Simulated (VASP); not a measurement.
A run of VASP 6.6.1 is set up as follows.

The input INCAR:

```
SYSTEM = BiTe
ALGO = Normal
EDIFF = 1E-7
ENCUT = 520
GGA = PS
ISIF = 2
ISMEAR = 0
LASPH = .TRUE.
LCHARG = .TRUE.
LELF = .TRUE.
LREAL = .FALSE.
LVHAR = .TRUE.
LWAVE = .FALSE.
NBANDS = 18
NELM = 80
PREC = Accurate
SIGMA = 0.15
```

Contents of KPOINTS:

```
k-points
0
G
  14 14 14
  0 0 0
```

The input POSCAR:

```
BiTe
1.0
    0.0000000000      3.1864750000      3.1864750000
    3.1864750000      0.0000000000      3.1864750000
    3.1864750000      3.1864750000      0.0000000000
Bi Te
1 1
Direct
    0.0000000000      0.0000000000      0.0000000000
    0.5000000000      0.5000000000      0.5000000000
```

Potentials or basis: VASP PAW PBE potentials, release 64 (Bi_d, Te).

Command:

```console
$ cat potpaw_PBE.64/Bi_d/POTCAR potpaw_PBE.64/Te/POTCAR > POTCAR
$ mpirun -np 1 vasp_std > vasp.out
```

Q: What does it give for the pressure?

A: 0.6 GPa.

Caveat: the cell differs from its parent crystal (strain -0.015 along x and y, -0.015 along z); the PAW data sets were made with another functional, which shifts forces and pressure a little.
